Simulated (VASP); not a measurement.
MgO:

```
Mg O
1.0
     3.48402    0.00000    0.00000
    -1.74201    3.01725    0.00000
     0.00000    0.00000    4.18532
Mg O
2 2
Direct
  0.33333 0.66667 0.25000
  0.66667 0.33333 0.75000
  0.66667 0.33333 0.25000
  0.33333 0.66667 0.75000
```

Base run:

| Quantity | Value |
| --- | --- |
| Program | VASP 6.6.1 |
| Functional | LDA |
| Potentials or basis | VASP PAW LDA potentials, release 64 (Mg_sv, O) |
| Cutoff | 750 eV |
| k mesh | 12 × 12 × 6 |
| Occupations | gaussian, width 0.01 eV |
| Spin | no spin polarisation |

Its results: band gap on the k mesh 3.34 eV; pressure -4.1 GPa.

The run is repeated on the same cell with these changes: functional from LDA to r2SCAN; potentials or basis from VASP PAW LDA potentials, release 64 (Mg_sv, O) to VASP PAW PBE potentials, release 64 (Mg_sv, O); cutoff from 750 eV to 660 eV. What comes out?

Band gap on the k mesh 4.11 eV; pressure -0.2 GPa.

Caveats: the cell stands under tension (at least some runs); the PAW data sets were made with another functional, which shifts forces and pressure a little (at least some runs).

A k mesh can miss the band edges.
